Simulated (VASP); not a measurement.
# TiAl3 (Pm-3m) in VASP: further runs

TiAl3 is run at these levels: revPBE, PBEsol; tasks: equation of state, vibrations by perturbation theory, elastic constants.

Program: VASP 6.6.1. These are calculated values, not measurements. Logs are shortened: lines on timing, memory, paths and dates and some standing lists are left out, and cuts for length are marked.

### 1 The cell of the first run

The structure is cubic, space group Pm-3m (No. 221). Conventional cell: a = 3.956 Å, b = 3.956 Å, c = 3.956 Å, α = 90.00°, β = 90.00°, γ = 90.00°. Within 3.7 Å of Ti (site symmetry m-3m) lie 12 Al at 2.80 Å. Al (site symmetry 4/mmm) has 4 Ti at 2.80 Å and 8 Al at 2.80 Å within 3.7 Å.

### 2 Equation of state, revPBE

POSCAR.step1 reads:

```
TiAl3
1.0
    3.8332515647      0.0000000000      0.0000000000
    0.0000000000      3.8332515647      0.0000000000
    0.0000000000      0.0000000000      3.8332515647
Ti Al
1 3
Direct
    0.0000000000      0.0000000000      0.0000000000
    0.0000000000      0.5000000000      0.5000000000
    0.5000000000      0.0000000000      0.5000000000
    0.5000000000      0.5000000000      0.0000000000
```

POSCAR.step2 reads:

```
TiAl3
1.0
    3.8749206071      0.0000000000      0.0000000000
    0.0000000000      3.8749206071      0.0000000000
    0.0000000000      0.0000000000      3.8749206071
Ti Al
1 3
Direct
    0.0000000000      0.0000000000      0.0000000000
    0.0000000000      0.5000000000      0.5000000000
    0.5000000000      0.0000000000      0.5000000000
    0.5000000000      0.5000000000      0.0000000000
```

POSCAR.step3 reads:

```
TiAl3
1.0
    3.9157122428      0.0000000000      0.0000000000
    0.0000000000      3.9157122428      0.0000000000
    0.0000000000      0.0000000000      3.9157122428
Ti Al
1 3
Direct
    0.0000000000      0.0000000000      0.0000000000
    0.0000000000      0.5000000000      0.5000000000
    0.5000000000      0.0000000000      0.5000000000
    0.5000000000      0.5000000000      0.0000000000
```

POSCAR.step4 reads:

```
TiAl3
1.0
    3.9556712500      0.0000000000      0.0000000000
    0.0000000000      3.9556712500      0.0000000000
    0.0000000000      0.0000000000      3.9556712500
Ti Al
1 3
Direct
    0.0000000000      0.0000000000      0.0000000000
    0.0000000000      0.5000000000      0.5000000000
    0.5000000000      0.0000000000      0.5000000000
    0.5000000000      0.5000000000      0.0000000000
```

POSCAR.step5 reads:

```
TiAl3
1.0
    3.9948388591      0.0000000000      0.0000000000
    0.0000000000      3.9948388591      0.0000000000
    0.0000000000      0.0000000000      3.9948388591
Ti Al
1 3
Direct
    0.0000000000      0.0000000000      0.0000000000
    0.0000000000      0.5000000000      0.5000000000
    0.5000000000      0.0000000000      0.5000000000
    0.5000000000      0.5000000000      0.0000000000
```

POSCAR.step6 reads:

```
TiAl3
1.0
    4.0332531278      0.0000000000      0.0000000000
    0.0000000000      4.0332531278      0.0000000000
    0.0000000000      0.0000000000      4.0332531278
Ti Al
1 3
Direct
    0.0000000000      0.0000000000      0.0000000000
    0.0000000000      0.5000000000      0.5000000000
    0.5000000000      0.0000000000      0.5000000000
    0.5000000000      0.5000000000      0.0000000000
```

POSCAR.step7 reads:

```
TiAl3
1.0
    4.0709492672      0.0000000000      0.0000000000
    0.0000000000      4.0709492672      0.0000000000
    0.0000000000      0.0000000000      4.0709492672
Ti Al
1 3
Direct
    0.0000000000      0.0000000000      0.0000000000
    0.0000000000      0.5000000000      0.5000000000
    0.5000000000      0.0000000000      0.5000000000
    0.5000000000      0.5000000000      0.0000000000
```

INCAR reads:

```
ALGO = Normal
EDIFF = 1E-7
ENCUT = 620
GGA = RE
GGA_COMPAT = F
ISIF = 2
ISMEAR = 1
LASPH = T
LCHARG = F
LREAL = F
LWAVE = F
NELM = 120
NSW = 0
PREC = Accurate
SIGMA = 0.1
```

KPOINTS reads:

```
k-points
0
Gamma
  8 8 8
```

Potentials or basis: VASP PAW PBE potentials, release 64 (Ti_sv_GW, Al_GW).

Launch:

```
cat potpaw_PBE.64/Ti_sv_GW/POTCAR potpaw_PBE.64/Al_GW/POTCAR > POTCAR
cp POSCAR.step1 POSCAR
mpirun -np 1 vasp_std > vasp.out
cp POSCAR.step2 POSCAR
mpirun -np 1 vasp_std > vasp.out
cp POSCAR.step3 POSCAR
mpirun -np 1 vasp_std > vasp.out
cp POSCAR.step4 POSCAR
mpirun -np 1 vasp_std > vasp.out
cp POSCAR.step5 POSCAR
mpirun -np 1 vasp_std > vasp.out
cp POSCAR.step6 POSCAR
mpirun -np 1 vasp_std > vasp.out
cp POSCAR.step7 POSCAR
mpirun -np 1 vasp_std > vasp.out
```

OUTCAR:

```text
EDIFF = 1E-7
   ENCUT = 620
   GGA = RE
   ISIF = 2
   ISMEAR = 1
   LASPH = T
   LREAL = F
   NELM = 120
   NSW = 0
   PREC = Accurate

 Found     35 irreducible k-points:

 Following reciprocal coordinates:
            Coordinates               Weight
  0.000000  0.000000  0.000000      1.000000
  0.125000  0.000000  0.000000      6.000000
  0.250000  0.000000  0.000000      6.000000
  0.375000  0.000000  0.000000      6.000000
  0.500000  0.000000  0.000000      3.000000
  0.125000  0.125000  0.000000     12.000000
   k-points           NKPTS =     35   k-points in BZ     NKDIM =     35   number of bands    NBANDS=     14
   number of dos      NEDOS =    301   number of ions     NIONS =      4
   total plane-waves  NPLWV =  46656
   dimension x,y,z NGX =    36 NGY =   36 NGZ =   36
   dimension x,y,z NGXF=    72 NGYF=   72 NGZF=   72
   ions per type =               1   3
   NGX,Y,Z   is equivalent  to a cutoff of  14.70, 14.70, 14.70 a.u.
   NGXF,Y,Z  is equivalent  to a cutoff of  29.40, 29.40, 29.40 a.u.
 SYSTEM =  unknown system
   PREC   = accura    normal or accurate (medium, high low for compatibility)
   ISTART =      0    job   : 0-new  1-cont  2-samecut
   ICHARG =      2    charge: 1-file 2-atom 10-const
   ISPIN  =      1    spin polarized calculation?
   LNONCOLLINEAR =      F non collinear calculations
   LSORBIT =      F    spin-orbit coupling
   LASPH  =      T    aspherical Exc in radial PAW
   ENCUT  =  620.0 eV  45.57 Ry    6.75 a.u.   8.27  8.27  8.27*2*pi/ulx,y,z
   NELM   =    120;   NELMIN=  2; NELMDL=  0     # of ELM steps
   EDIFF  = 0.1E-06   stopping-criterion for ELM
   LREAL  =      F    real-space projection
   EDIFFG = 0.1E-05   stopping-criterion for IOM
   NSW    =      0    number of steps for IOM
   IBRION =     -1    ionic relax: 0-MD 1-quasi-New 2-CG
   NFREE  =      0    steps in history (QN), initial steepest desc. (CG)
   ISIF   =      2    stress and relaxation
   ISYM   =      2    0-nonsym 1-usesym 2-fastsym
   POTIM  = 0.5000    time-step for ionic-motion
   TEBEG  =    0.0;   TEEND  =   0.0 temperature during run

   SCALEE = 1.0000    scale energy and forces
   PSTRESS=    0.0 pullay stress
   NELECT =      21.0000    total number of electrons
   NUPDOWN=      -1.0000    fix difference up-down
   EMIN   =  10.00;   EMAX   =-10.00  energy-range for DOS
   EFERMI =   0.00;   METHOD = LEGACY
   ISMEAR =     1;   SIGMA  =   0.10  broadening in eV -4-tet -1-fermi 0-gaus
   EFERMI_NEDOS =   21; number of points for ismear=-14 and -15
   IALGO  =     38    algorithm
   IMIX   =      4    mixing-type and parameters
     AMIX     =   0.40;   BMIX     =  1.00
     AMIX_MAG =   1.60;   BMIX_MAG =  1.00
  volume/ion in A,a.u.               =      16.87       113.82
  Fermi-wavevector in a.u.,A,eV,Ry     =   1.109479  2.096610 16.747991  1.230943
  Thomas-Fermi vector in A             =   2.246019
   LORBIT       =      0    0 simple, 1 ext, 2 COOP (PROOUT), +10 PAW based schemes
   GGA     = RE    functional components
   LHFCALC =     F    Hartree Fock is set to
   AEXX    =    0.0000 exact exchange contribution
   IVDW    =     0    specifies the selected vdW correction
   LEPSILON=     F    determine dielectric tensor
   LRPA    =     F    only Hartree local field effects (RPA)

   CSHIFT  =0.1000    complex shift for real part using Kramers Kronig

   OMEGAMAX=  -1.0    maximum frequency
 non-spin polarized calculation
 Methfessel and Paxton  Order N= 1 SIGMA  =   0.10
  energy-cutoff  :      620.00
  volume of cell :       67.47
 maximum number of plane-waves:      2392
 NGX is ok and might be reduce to    36
   NGX = 17   NGY = 17   NGZ = 17

 number of electron      21.0000002 magnetization

 Free energy of the ion-electron system (eV)
  ---------------------------------------------------
  ext. energy  EPLUGINS =         0.00000000
  ---------------------------------------------------
  free energy    TOTEN  =       -21.78060541 eV

  energy without entropy =      -21.77696138  energy(sigma->0) =      -21.77939073

 E-fermi :   7.3158     XC(G=0): -10.4386

 val. band max:        7.2919244413   @ k =   0.3750   0.1250   0.0000
 cond. band min:       7.3199216773   @ k =   0.2500   0.1250   0.1250
 fundamental gap:      0.0279972360
 Fermi energy:         7.3158155727

 k-point     1 :       0.0000    0.0000    0.0000
  band No.  band energies     occupation
      1     -49.9191      2.00000
      2     -26.1519      2.00000
      3     -26.1519      2.00000
      4     -26.1519      2.00000
      5      -2.9986      2.00000
      6       4.4151      2.00000
      7       4.4151      2.00000
      8       5.2278      2.00000
      9       5.2278      2.00000
     10       5.2278      2.00000
     11       7.4819     -0.04061
     12       7.4819     -0.04061
     13       7.4819     -0.04061
     14       8.1072     -0.00000

 k-point     2 :       0.1250    0.0000    0.0000
  band No.  band energies     occupation
      1     -49.9190      2.00000
      2     -26.1539      2.00000
      3     -26.1517      2.00000
      4     -26.1517      2.00000
      5      -2.8563      2.00000
      6       3.3757      2.00000
      7       4.5166      2.00000
      8       5.2326      2.00000
      9       5.2326      2.00000
     10       5.8139      2.00000
     11       7.5091     -0.01974
     12       7.5091     -0.01974
     13       7.5107     -0.01880
     14       8.6676     -0.00000

 k-point     3 :       0.2500    0.0000    0.0000
  band No.  band energies     occupation
      1     -49.9188      2.00000
      2     -26.1583      2.00000
      3     -26.1515      2.00000
      4     -26.1515      2.00000
      5      -2.4350      2.00000
      6       1.9071      2.00000
      7       4.7994      2.00000
      8       5.2368      2.00000
      9       5.2368      2.00000
     10       6.5031      2.00000
     11       7.5823     -0.00108
     12       7.6239     -0.00012
     13       7.6239     -0.00012
     14       9.3107     -0.00000

 k-point     4 :       0.3750    0.0000    0.0000
  band No.  band energies     occupation
      1     -49.9186      2.00000
      2     -26.1630      2.00000
      3     -26.1511      2.00000
      4     -26.1511      2.00000
      5      -1.7604      2.00000
      6       0.5471      2.00000
      7       5.1688      2.00000
      8       5.2309      2.00000
      9       5.2309      2.00000
     10       7.3317      0.73427
     11       7.6571     -0.00002
     12       7.8413     -0.00000
     13       7.8413     -0.00000
     14       8.6242     -0.00000

 k-point     5 :       0.5000    0.0000    0.0000
  band No.  band energies     occupation
      1     -49.9186      2.00000
      2     -26.1651      2.00000
      3     -26.1511      2.00000
      4     -26.1511      2.00000
      5      -1.1175      2.00000
      6      -0.3305      2.00000
      7       5.2256      2.00000
      8       5.2256      2.00000
      9       5.3693      2.00000
     10       7.6891     -0.00000
     11       7.9858     -0.00000
     12       7.9858     -0.00000
     13       8.2406     -0.00000
     14       8.3846     -0.00000

 k-point     6 :       0.1250    0.1250    0.0000
  band No.  band energies     occupation
      1     -49.9189      2.00000
      2     -26.1539      2.00000
      3     -26.1538      2.00000
      4     -26.1517      2.00000
      5      -2.7149      2.00000
      6       3.3349      2.00000
      7       3.6752      2.00000
      8       5.2540      2.00000
      9       5.2929      2.00000
     10       6.4402      2.00000
     11       7.2446      1.92822
     12       7.3457      0.51808
     13       7.8324     -0.00000
     14       9.2031     -0.00000

 [... further k-points ...]

------------------------ aborting loop because EDIFF is reached ----------------------------------------

  FORCE on cell =-STRESS in cart. coord.  units (eV):
  Direction    XX          YY          ZZ          XY          YZ          ZX
  --------------------------------------------------------------------------------------
  -------------------------------------------------------------------------------------
  Total       -2.1495691     -2.1495691     -2.1495691      0.0000000      0.0000000      0.0000000
  in kB      -51.0475524    -51.0475524    -51.0475524      0.0000000      0.0000000      0.0000000
  external PRESSURE =     -51.0475524 kB  Pullay stress =       0.0000000 kB

 VOLUME and BASIS-vectors are now :
 -----------------------------------------------------------------------------
  energy-cutoff  :      620.00
  volume of cell :       67.47
      direct lattice vectors                 reciprocal lattice vectors
     4.070949267  0.000000000  0.000000000     0.245642953  0.000000000  0.000000000
     0.000000000  4.070949267  0.000000000     0.000000000  0.245642953  0.000000000
     0.000000000  0.000000000  4.070949267     0.000000000  0.000000000  0.245642953

 POSITION                                       TOTAL-FORCE (eV/Angst)
 -----------------------------------------------------------------------------------
      0.00000      0.00000      0.00000         0.000000      0.000000      0.000000
      0.00000      2.03547      2.03547         0.000000      0.000000      0.000000
      2.03547      0.00000      2.03547         0.000000      0.000000      0.000000
      2.03547      2.03547      0.00000         0.000000      0.000000      0.000000
 -----------------------------------------------------------------------------------
    total drift:                                0.000000     -0.000000     -0.000000

  FREE ENERGIE OF THE ION-ELECTRON SYSTEM (eV)
  ---------------------------------------------------
  free  energy   TOTEN  =       -21.7806054131 eV

  energy  without entropy=      -21.7769613776  energy(sigma->0) =      -21.77939073
```

Wall time 2.4 min (1 thread of Intel Xeon 6975P-C (Granite Rapids), shared host); peak memory 0.25 GiB.

Results:

```
Equilibrium volume                      : 16.00 Å³/atom
Bulk modulus                            : 103 GPa
Pressure derivative of the bulk modulus : 4.0
```

Energy against volume, from the lowest point:
| volume (Å³/atom) | energy (meV/atom) |
| --- | --- |
| 14.081 | 91.49 |
| 14.545 | 49.85 |
| 15.010 | 21.94 |
| 15.474 | 5.87 |
| 15.938 | 0.00 |
| 16.402 | 2.94 |
| 16.867 | 13.52 |

Caveat: the PAW data sets were made with another functional, which shifts forces and pressure a little.

### 3 Vibrations by perturbation theory, PBEsol

INCAR reads:

```
SYSTEM = TiAl3
ALGO = Normal ; EDIFF = 1E-8
ENCUT = 520 ; GGA = PS
IBRION = 8 ; ISIF = 2
ISMEAR = -1 ; LASPH = .TRUE.
LCHARG = .FALSE. ; LREAL = .FALSE.
LWAVE = .FALSE. ; NBANDS = 18
NELM = 60 ; NSW = 1
PREC = Accurate ; SIGMA = 0.05
```

KPOINTS reads:

```
k-points
0
G
  6 6 6
  0 0 0
```

POSCAR reads:

```
TiAl3
1.0
    3.9556712500      0.0000000000      0.0000000000
    0.0000000000      3.9556712500      0.0000000000
    0.0000000000      0.0000000000      3.9556712500
Ti Al
1 3
Direct
    0.0000000000      0.0000000000      0.0000000000
    0.0000000000      0.5000000000      0.5000000000
    0.5000000000      0.0000000000      0.5000000000
    0.5000000000      0.5000000000      0.0000000000
```

Potentials or basis: VASP PAW PBE potentials, release 64 (Ti_sv, Al).

Launch:

```
cat potpaw_PBE.64/Ti_sv/POTCAR potpaw_PBE.64/Al/POTCAR > POTCAR
mpirun -np 1 vasp_std > vasp.out
```

OUTCAR:

```text
SYSTEM = TiAl3
   EDIFF = 1E-8
   ENCUT = 520
   GGA = PS
   IBRION = 8
   ISIF = 2
   ISMEAR = -1
   LASPH = .TRUE.
   LREAL = .FALSE.
   NELM = 60
   NSW = 1
   PREC = Accurate

 ion  position               nearest neighbor table
   1  0.000  0.000  0.000-   2 2.80   3 2.80   4 2.80   2 2.80   3 2.80   2 2.80   4 2.80   2 2.80
                             3 2.80   4 2.80   3 2.80   4 2.80
   2  0.000  0.500  0.500-   1 2.80   3 2.80   4 2.80   1 2.80   4 2.80   1 2.80   3 2.80   1 2.80
                             3 2.80   4 2.80   4 2.80   3 2.80
   3  0.500  0.000  0.500-   1 2.80   2 2.80   4 2.80   1 2.80   4 2.80   2 2.80   4 2.80   4 2.80
                             1 2.80   2 2.80   1 2.80   2 2.80
[... 700 lines left out ...]
 Eigenvectors and eigenvalues of the dynamical matrix
 ----------------------------------------------------

   1 f  =   10.579901 THz    66.475481 2PiTHz  352.907522 cm-1    43.754936 meV
             X         Y         Z           dx          dy          dz
      0.000000  0.000000  0.000000     0.310184    0.266070   -0.002870
      0.000000  1.977836  1.977836     0.393322   -0.345869    0.003731
      1.977836  0.000000  1.977836    -0.403214    0.337383    0.003731
      1.977836  1.977836  0.000000    -0.403214   -0.345869   -0.003640
[... 71 lines left out ...]
  12 f/i=    0.004545 THz     0.028557 2PiTHz    0.151602 cm-1     0.018796 meV
             X         Y         Z           dx          dy          dz
      0.000000  0.000000  0.000000    -0.140708   -0.017410    0.592508
      0.000000  1.977836  1.977836    -0.105786   -0.013080    0.445165
      1.977836  0.000000  1.977836    -0.105717   -0.013089    0.445165
      1.977836  1.977836  0.000000    -0.105717   -0.013080    0.445456

--------------------------------------------------------------------------------------------------------

 ELASTIC MODULI CONTR FROM IONIC RELAXATION (kBar)
 Direction    XX          YY          ZZ          XY          YZ          ZX
 --------------------------------------------------------------------------------
 XX           0.0000      0.0000      0.0000      0.0000      0.0000      0.0000
 YY           0.0000      0.0000      0.0000      0.0000      0.0000      0.0000
 ZZ           0.0000      0.0000      0.0000      0.0000      0.0000      0.0000
 XY           0.0000      0.0000      0.0000      0.0000      0.0000      0.0000
 YZ           0.0000      0.0000      0.0000      0.0000      0.0000      0.0000
 ZX           0.0000      0.0000      0.0000      0.0000      0.0000      0.0000
 --------------------------------------------------------------------------------
```

stdout:

```text
POSCAR found type information on POSCAR TiAl
 POSCAR found :  2 types and       4 ions
 scaLAPACK will be used
 -----------------------------------------------------------------------------
|                                                                             |
|                                                                             |
|     You enforced a specific xc type in the INCAR file but a different       |
|     I HOPE YOU KNOW WHAT YOU ARE DOING!                                     |
|                                                                             |
 -----------------------------------------------------------------------------

 LDA part: xc-table for (Slater+PW92), standard interpolation
 POSCAR, INCAR and KPOINTS ok, starting setup
 FFT: planning ... GRIDC
 FFT: planning ... GRID_SOFT
 FFT: planning ... GRID
 WAVECAR not read
 entering main loop
 Linear response reoptimize wavefunctions to high precision
 Linear response DOF=           3
 Linear response progress:
 first order change of Fermi-energy   0.18169E-02
 force on displaced ion       1 direction 1 :  -9.227   0.000  -0.000
 Linear response progress:
 first order change of Fermi-energy   0.21509E-03
 force on displaced ion       2 direction 1 :  -6.861  -0.000  -0.000
 Linear response progress:
 first order change of Fermi-energy  -0.30437E-03
 force on displaced ion       2 direction 2 :   0.000  -7.402   0.000
 Linear response finished
```

Run time: 6.3 min. Hardware: 1 thread of Intel Xeon 8259CL, shared host; peak memory 0.33 GiB.

What came out:

| Quantity | Value |
| --- | --- |
| Highest phonon frequency at Γ | 353 cm⁻¹ |

Phonon frequencies in cm⁻¹ (negative: imaginary):
```csv
q point,frequencies
"(0.000, 0.000, 0.000)",0 0 0 262 262 262 279 279 279 353 353 353
```

Caveat: the PAW data sets were made with another functional, which shifts forces and pressure a little.

### 4 Elastic constants, PBEsol

INCAR reads:

```
PREC = Accurate
ENCUT = 600
EDIFF = 1E-8
ISMEAR = -1
SIGMA = 0.05
LREAL = F
LASPH = T
NELM = 60
ALGO = Normal
ISIF = 3
LWAVE = F
LCHARG = F
GGA = PS
NBANDS = 18
IBRION = 6
NFREE = 2
POTIM = 0.015
NSW = 1
```

KPOINTS reads:

```
regular mesh
0
Gamma
  6 6 6
```

POSCAR is that of step 3.

Launch:

```
cat potpaw_PBE.64/Ti_sv/POTCAR potpaw_PBE.64/Al/POTCAR > POTCAR
mpirun -np 1 vasp_std > vasp.out
```

Run time: 19 min. Hardware: 1 thread of Intel Xeon 8259CL, shared host; peak memory 0.36 GiB.

The run converged. Its results:

- Elastic constants C11, C12, C44: 205, 63, 81 GPa
- Voigt bulk modulus: 110 GPa
- Highest phonon frequency at Γ: 353 cm⁻¹

Phonon frequencies in cm⁻¹ (negative: imaginary):
| q point | frequencies |
| --- | --- |
| (0.000, 0.000, 0.000) | 0 0 0 261 261 261 279 279 279 353 353 353 |

Elastic tensor in Voigt notation (GPa, in the Cartesian axes of the cell as first typed):
```
205  63  63   0   0   0
 63 205  63   0   0   0
 63  63 205   0   0   0
  0   0   0  81   0   0
  0   0   0   0  81   0
  0   0   0   0   0  81
```

Clamped-ion elastic tensor (GPa):
```
205  63  63   0   0   0
 63 205  63   0   0   0
 63  63 205   0   0   0
  0   0   0  81   0   0
  0   0   0   0  81   0
  0   0   0   0   0  81
```

Caveat: the PAW data sets were made with another functional, which shifts forces and pressure a little.
